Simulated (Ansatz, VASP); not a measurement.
**InSb in VASP and in Ansatz**

```
In Sb
1.0
     0.00000    3.23910    3.28769
     3.23910    0.00000    3.28769
     3.23910    3.23910    0.00000
In Sb
1 1
Direct
  0.00000 0.00000 0.00000
  0.75000 0.75000 0.75000
```

Change from the starting cell: strain +0.0150 x Voigt [0, 0, 1, 0, 0, 0], atoms carried along.

Alike in both runs: task single point; functional PBEsol; k mesh 12 × 12 × 12; occupations gaussian, width 0.15 eV; no spin polarisation.

```csv
,VASP,Ansatz
version,VASP 6.6.1,Ansatz 0.2.0
potentials or method,"VASP PAW PBE potentials, release 64 (In_d, Sb), cutoff 520 eV","scalar-relativistic, plane waves, PAW"
valence electrons in the cell,18,28
```

```csv
,VASP,Ansatz,Ansatz less VASP
gap on the k mesh at the Fermi level (eV),none,none,-
pressure (GPa),0.2,0.2,-0.02
"traceless stress, the component that is largest in VASP (GPa)",-0.28,-0.28,0.000
```

VASP's potentials were made for PBE, not for PBEsol. A gap of «none» marks a metal or a gap that the smearing closes. VASP's potentials hold 18 valence electrons a cell and Ansatz's 28, so a difference there can come from the potentials and not from the codes.

Spin-orbit coupling is off throughout.
